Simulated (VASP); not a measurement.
# CuO in VASP: settings compared, part 2 of 3

VASP 6.6.1.

## 3. Single point, PBE

This run uses another cell than the first one, of 12.86 Å³/atom.

Contents of INCAR:

```
SYSTEM = CuO
PREC     = Accurate       ! precision mode
ENCUT    = 520            ! plane-wave cutoff, eV
EDIFF    = 1E-6           ! SCF threshold, eV
ISMEAR   = -1             ! smearing method
SIGMA    = 0.05           ! smearing width, eV
LREAL    = .FALSE.        ! projectors in reciprocal space
LASPH    = .TRUE.         ! aspherical terms in the spheres
NELM     = 80             ! most SCF steps
ALGO     = Normal         ! electronic algorithm
ISIF     = 2              ! what is computed and relaxed
LWAVE    = .FALSE.        ! write WAVECAR
LCHARG   = .FALSE.        ! write CHGCAR
GGA      = PE             ! functional
NBANDS   = 16             ! bands
```

Contents of KPOINTS:

```
regular mesh
0
G
  8 8 8
  0 0 0
```

Contents of POSCAR:

```
CuO
1.0
    0.0000000000      2.3272527300      2.3737977846
    2.3272527300      0.0000000000      2.3737977846
    2.3272527300      2.3272527300      0.0000000000
Cu O
1 1
Direct
    0.0000000000      0.0000000000      0.0000000000
    0.2500000000      0.2500000000      0.2500000000
```

Potentials or basis: VASP PAW PBE potentials, release 64 (Cu, O).

Command:

```sh
cat potpaw_PBE.64/Cu/POTCAR potpaw_PBE.64/O/POTCAR > POTCAR
mpirun -np 1 vasp_std > vasp.out
```

OUTCAR:

```text
SYSTEM = CuO
   PREC = Accurate
   ENCUT = 520
   EDIFF = 1E-6
   ISMEAR = -1
   LREAL = .FALSE.
   LASPH = .TRUE.
   NELM = 80
   ISIF = 2
   GGA = PE

 ion  position               nearest neighbor table
   1  0.000  0.000  0.000-   2 2.03   2 2.03   2 2.03   2 2.03
   2  0.250  0.250  0.250-   1 2.03   1 2.03   1 2.03   1 2.03

  LATTYP: Found a body centered tetragonal cell.
 ALAT       =     3.2912323738
 C/A-ratio  =     1.4424978336

  Lattice vectors:

 A1 = (  -2.3272527300,   0.0000000000,   2.3737977846)
 A2 = (   2.3272527300,   0.0000000000,   2.3737977846)
 A3 = (   0.0000000000,   2.3272527300,  -2.3737977846)

Analysis of symmetry for initial positions (statically):
=====================================================================
 Subroutine PRICEL returns:
 Original cell was already a primitive cell.

 Routine SETGRP: Setting up the symmetry group for a
 body centered tetragonal supercell.

 Subroutine GETGRP returns: Found  8 space group operations
 (whereof  8 operations were pure point group operations)
 out of a pool of 16 trial point group operations.

The static configuration has the point symmetry D_2d.

Analysis of symmetry for dynamics (positions and initial velocities):
=====================================================================
 Subroutine PRICEL returns:
 Original cell was already a primitive cell.

 Routine SETGRP: Setting up the symmetry group for a
 body centered tetragonal supercell.

 Subroutine GETGRP returns: Found  8 space group operations
 (whereof  8 operations were pure point group operations)
 out of a pool of 16 trial point group operations.

The dynamic configuration has the point symmetry D_2d.

 Subroutine INISYM returns: Found  8 space group operations
 (whereof  8 operations are pure point group operations),
 and found     1 'primitive' translations
[... 110 lines left out ...]
   ISMEAR =    -1;   SIGMA  =   0.05  broadening in eV -4-tet -1-fermi 0-gaus
   EFERMI_NEDOS =   21; number of points for ismear=-14 and -15
   IALGO  =     38    algorithm
   IMIX   =      4    mixing-type and parameters
     AMIX     =   0.40;   BMIX     =  1.00
     AMIX_MAG =   1.60;   BMIX_MAG =  1.00
  volume/ion in A,a.u.               =      12.86        86.76
  Fermi-wavevector in a.u.,A,eV,Ry     =   1.426169  2.695068 27.673663  2.033957
  Thomas-Fermi vector in A             =   2.546474
   LORBIT       =      0    0 simple, 1 ext, 2 COOP (PROOUT), +10 PAW based schemes
   GGA     = PE    functional components
   LHFCALC =     F    Hartree Fock is set to
   AEXX    =    0.0000 exact exchange contribution
   IVDW    =     0    specifies the selected vdW correction
   LEPSILON=     F    determine dielectric tensor
   LRPA    =     F    only Hartree local field effects (RPA)
 non-spin polarized calculation
  energy-cutoff  :      520.00
  volume of cell :       25.71
 maximum number of plane-waves:       706
 NGX is ok and might be reduce to    28
   NGX = 13   NGY = 13   NGZ = 13

 number of electron      16.9999996 magnetization

 Free energy of the ion-electron system (eV)
  ---------------------------------------------------
  ext. energy  EPLUGINS =         0.00000000
  ---------------------------------------------------
  free energy    TOTEN  =        -9.47945644 eV

  energy without entropy =       -9.45778823  energy(sigma->0) =       -9.46862233

 E-fermi :   2.8634     XC(G=0): -10.4703

 val. band max:        2.8450647140   @ k =   0.5000   0.0000   0.0000
 cond. band min:       2.8656304097   @ k =   0.5000   0.0000   0.0000
 fundamental gap:      0.0205656957
 Fermi energy:         2.8633886206

 k-point     1 :       0.0000    0.0000    0.0000
  band No.  band energies     occupation
      1     -15.2729      2.00000
      2      -1.3974      2.00000
      3      -1.3709      2.00000
      4      -1.3709      2.00000
      5       1.0466      2.00000
      6       1.0873      2.00000
[... 433 lines left out ...]
      3      -1.2183      2.00000
      4      -1.1405      2.00000
      5       1.0107      2.00000
      6       1.1525      2.00000
[... 8 lines left out ...]
     15      22.8609      0.00000
     16      23.9670      0.00000

 [... further k-points ...]

------------------------ aborting loop because EDIFF is reached ----------------------------------------

  FORCE on cell =-STRESS in cart. coord.  units (eV):
  Direction    XX          YY          ZZ          XY          YZ          ZX
  --------------------------------------------------------------------------------------
  -------------------------------------------------------------------------------------
  Total       -1.7002622     -1.7002622     -1.8069479      0.0000000      0.0000000     -0.0000000
  in kB     -105.9413927   -105.9413927   -112.5888559      0.0000000      0.0000000     -0.0000000
  external PRESSURE =    -108.1572138 kB  Pullay stress =       0.0000000 kB

 VOLUME and BASIS-vectors are now :
 -----------------------------------------------------------------------------
  energy-cutoff  :      520.00
  volume of cell :       25.71
      direct lattice vectors                 reciprocal lattice vectors
     0.000000000  2.327252730  2.373797785    -0.214845596  0.214845596  0.210632937
     2.327252730  0.000000000  2.373797785     0.214845596 -0.214845596  0.210632937
     2.327252730  2.327252730  0.000000000     0.214845596  0.214845596 -0.210632937

 POSITION                                       TOTAL-FORCE (eV/Angst)
 -----------------------------------------------------------------------------------
      0.00000      0.00000      0.00000         0.000000      0.000000     -0.000000
      1.16363      1.16363      1.18690        -0.000000     -0.000000      0.000000
 -----------------------------------------------------------------------------------
    total drift:                               -0.000004     -0.000004      0.000017

  FREE ENERGIE OF THE ION-ELECTRON SYSTEM (eV)
  ---------------------------------------------------
  free  energy   TOTEN  =        -9.4794564413 eV

  energy  without entropy=       -9.4577882253  energy(sigma->0) =       -9.46862233
```

stdout:

```text
POSCAR found type information on POSCAR CuO
 POSCAR found :  2 types and       2 ions
 scaLAPACK will be used
 LDA part: xc-table for (Slater+PW92), standard interpolation
 POSCAR, INCAR and KPOINTS ok, starting setup
 FFT: planning ... GRIDC
 FFT: planning ... GRID_SOFT
 FFT: planning ... GRID
 WAVECAR not read
 entering main loop
```

Run time: 44 s. Hardware: 1 thread of Intel Xeon 8259CL, shared host; peak memory 0.16 GiB.

What came out:

```yaml
Free_energy: -9.4795 eV
Pressure: -10.8 GPa
Band_gap_on_the_k_mesh: zero (an odd number of electrons rules out a gap without spin polarisation)
```

Caveat: the cell stands under tension; an odd number of electrons without spin polarisation forces a metal; a magnetic or distorted state may lie lower; semilocal functionals often make such compounds metallic where correlation or magnetic order opens a gap, which also shifts bond lengths.

## 4. Single point, PBE

This run uses another cell than the first one, of 13.11 Å³/atom.

Contents of INCAR:

```
ALGO = Normal
EDIFF = 1E-6
ENCUT = 520
GGA = PE
ISIF = 2
ISMEAR = -1
LASPH = True
LCHARG = False
LREAL = False
LWAVE = False
NBANDS = 16
NELM = 80
PREC = Accurate
SIGMA = 0.05
```

Contents of KPOINTS:

```
k-points
0
Gamma
  8 8 8
```

Contents of POSCAR:

```
CuO
1.0
    0.0000000000      2.3272527300      2.4203428392
    2.3272527300      0.0000000000      2.4203428392
    2.3272527300      2.3272527300      0.0000000000
Cu O
1 1
Direct
    0.0000000000      0.0000000000      0.0000000000
    0.2500000000      0.2500000000      0.2500000000
```

Potentials or basis: VASP PAW PBE potentials, release 64 (Cu, O).

Command:

```sh
cat potpaw_PBE.64/Cu/POTCAR potpaw_PBE.64/O/POTCAR > POTCAR
mpirun -np 1 vasp_std > vasp.out
```

OUTCAR:

```text
EDIFF = 1E-6
   ENCUT = 520
   GGA = PE
   ISIF = 2
   ISMEAR = -1
   LASPH = True
   LREAL = False
   NELM = 80
   PREC = Accurate

 ion  position               nearest neighbor table
   1  0.000  0.000  0.000-   2 2.04   2 2.04   2 2.04   2 2.04
   2  0.250  0.250  0.250-   1 2.04   1 2.04   1 2.04   1 2.04

  LATTYP: Found a body centered tetragonal cell.
 ALAT       =     3.2912323738
 C/A-ratio  =     1.4707821049

  Lattice vectors:

 A1 = (  -2.3272527300,   0.0000000000,   2.4203428392)
 A2 = (   2.3272527300,   0.0000000000,   2.4203428392)
 A3 = (   0.0000000000,   2.3272527300,  -2.4203428392)

Analysis of symmetry for initial positions (statically):
=====================================================================
 Subroutine PRICEL returns:
 Original cell was already a primitive cell.

 Routine SETGRP: Setting up the symmetry group for a
 body centered tetragonal supercell.

 Subroutine GETGRP returns: Found  8 space group operations
 (whereof  8 operations were pure point group operations)
 out of a pool of 16 trial point group operations.

[... 160 lines left out ...]
  energy without entropy =       -9.41849166  energy(sigma->0) =       -9.42966965

 E-fermi :   2.6633     XC(G=0): -10.3695

 val. band max:        2.6514913418   @ k =   0.2500   0.0000   0.2500
 cond. band min:       2.6683740333   @ k =   0.3750   0.1250   0.0000
 fundamental gap:      0.0168826915
 Fermi energy:         2.6632688009

 k-point     1 :       0.0000    0.0000    0.0000
  band No.  band energies     occupation
      1     -15.3418      2.00000
      2      -1.4990      2.00000
      3      -1.4458      2.00000
      4      -1.4458      2.00000
      5       0.8672      2.00000
      6       0.9462      2.00000
[... 433 lines left out ...]
      3      -1.3282      2.00000
      4      -1.2189      2.00000
      5       0.8597      2.00000
      6       0.9867      2.00000
[... 8 lines left out ...]
     15      22.4298      0.00000
     16      23.6414      0.00000

 [... further k-points ...]

------------------------ aborting loop because EDIFF is reached ----------------------------------------

  FORCE on cell =-STRESS in cart. coord.  units (eV):
  Direction    XX          YY          ZZ          XY          YZ          ZX
  --------------------------------------------------------------------------------------
  -------------------------------------------------------------------------------------
  Total       -1.9475588     -1.9475588     -2.1832371      0.0000000     -0.0000000      0.0000000
  in kB     -119.0165010   -119.0165010   -133.4189474      0.0000000     -0.0000000      0.0000000
  external PRESSURE =    -123.8173165 kB  Pullay stress =       0.0000000 kB

 VOLUME and BASIS-vectors are now :
 -----------------------------------------------------------------------------
  energy-cutoff  :      520.00
  volume of cell :       26.22
      direct lattice vectors                 reciprocal lattice vectors
     0.000000000  2.327252730  2.420342839    -0.214845596  0.214845596  0.206582304
     2.327252730  0.000000000  2.420342839     0.214845596 -0.214845596  0.206582304
     2.327252730  2.327252730  0.000000000     0.214845596  0.214845596 -0.206582304

 POSITION                                       TOTAL-FORCE (eV/Angst)
 -----------------------------------------------------------------------------------
      0.00000      0.00000      0.00000        -0.000000     -0.000000     -0.000000
      1.16363      1.16363      1.21017         0.000000      0.000000      0.000000
 -----------------------------------------------------------------------------------
    total drift:                               -0.000003     -0.000003      0.000021

  FREE ENERGIE OF THE ION-ELECTRON SYSTEM (eV)
  ---------------------------------------------------
  free  energy   TOTEN  =        -9.4408476412 eV

  energy  without entropy=       -9.4184916600  energy(sigma->0) =       -9.42966965
```

OSZICAR:

```text
N       E                     dE             d eps       ncg     rms          rms(c)
DAV:   1     0.962054273970E+02    0.96205E+02   -0.82943E+03  2008   0.147E+03
DAV:   2    -0.612082632398E+01   -0.10233E+03   -0.90214E+02  2056   0.274E+02
DAV:   3    -0.124718106775E+02   -0.63510E+01   -0.60825E+01  2384   0.703E+01
DAV:   4    -0.125556134897E+02   -0.83803E-01   -0.83759E-01  2200   0.791E+00
DAV:   5    -0.125572060733E+02   -0.15926E-02   -0.15926E-02  2520   0.116E+00    0.120E+01
DAV:   6    -0.118578687925E+02    0.69934E+00   -0.22160E+01  2168   0.116E+02    0.113E+01
DAV:   7    -0.944419276717E+01    0.24137E+01   -0.74823E+00  2432   0.880E+01    0.160E+00
DAV:   8    -0.946382005319E+01   -0.19627E-01   -0.45717E-01  1992   0.565E+00    0.107E+00
DAV:   9    -0.944384417848E+01    0.19976E-01   -0.48400E-02  3216   0.477E+00    0.512E-01
DAV:  10    -0.944094557286E+01    0.28986E-02   -0.72238E-03  2888   0.161E+00    0.281E-01
DAV:  11    -0.944074820834E+01    0.19736E-03   -0.27007E-03  2176   0.501E-01    0.543E-02
DAV:  12    -0.944079401805E+01   -0.45810E-04   -0.74219E-05  2864   0.152E-01    0.552E-02
DAV:  13    -0.944085006587E+01   -0.56048E-04   -0.80324E-05  2632   0.125E-01    0.152E-02
DAV:  14    -0.944084774755E+01    0.23183E-05   -0.26124E-06  1920   0.422E-02    0.829E-03
DAV:  15    -0.944084764123E+01    0.10632E-06   -0.47183E-06  2360   0.236E-02
   1 F= -.94408476E+01 E0= -.94296697E+01  d E =-.223560E-01
```

stdout:

```text
POSCAR found type information on POSCAR CuO
 POSCAR found :  2 types and       2 ions
 scaLAPACK will be used
 LDA part: xc-table for (Slater+PW92), standard interpolation
 POSCAR, INCAR and KPOINTS ok, starting setup
 FFT: planning ... GRIDC
 FFT: planning ... GRID_SOFT
 FFT: planning ... GRID
 WAVECAR not read
 entering main loop
```

It took 36 s on 1 thread of Intel Xeon 8259CL, shared host; peak memory 0.16 GiB.

Results:

| Quantity | Value |
| --- | --- |
| Free energy | -9.4408 eV |
| Pressure | -12.4 GPa |
| Band gap on the k mesh | zero (an odd number of electrons rules out a gap without spin polarisation) |

Stress tensor (GPa, compression positive):
```
-11.90   0.00   0.00
  0.00 -11.90   0.00
  0.00   0.00 -13.34
```

Levels at points of the mesh, in eV from the Fermi level:
| k point | band 6 | band 7 | band 8 | band 9 | band 10 | band 11 | band 12 | band 13 |
| --- | --- | --- | --- | --- | --- | --- | --- | --- |
| (0.00, 0.00, 0.00) | -1.72 | 0.63 | 0.69 | 0.69 | 0.86 | 13.61 | 13.61 | 13.65 |
| (0.50, 0.00, 0.00) | -1.67 | -1.58 | -0.03 | 0.01 | 5.66 | 7.51 | 13.03 | 13.61 |
| (0.50, 0.50, 0.00) | -1.57 | -1.31 | -0.97 | -0.97 | 5.78 | 8.68 | 11.44 | 14.05 |
| (0.50, 0.00, 0.50) | -1.59 | -1.19 | -1.02 | -0.92 | 5.74 | 8.94 | 11.23 | 13.40 |

Caveat: the cell stands under tension; an odd number of electrons without spin polarisation forces a metal; a magnetic or distorted state may lie lower; semilocal functionals often make such compounds metallic where correlation or magnetic order opens a gap, which also shifts bond lengths.

(Continued in part 3 of 3.)

The gap in the log of VASP goes by the Fermi energy; the results here count the filled bands.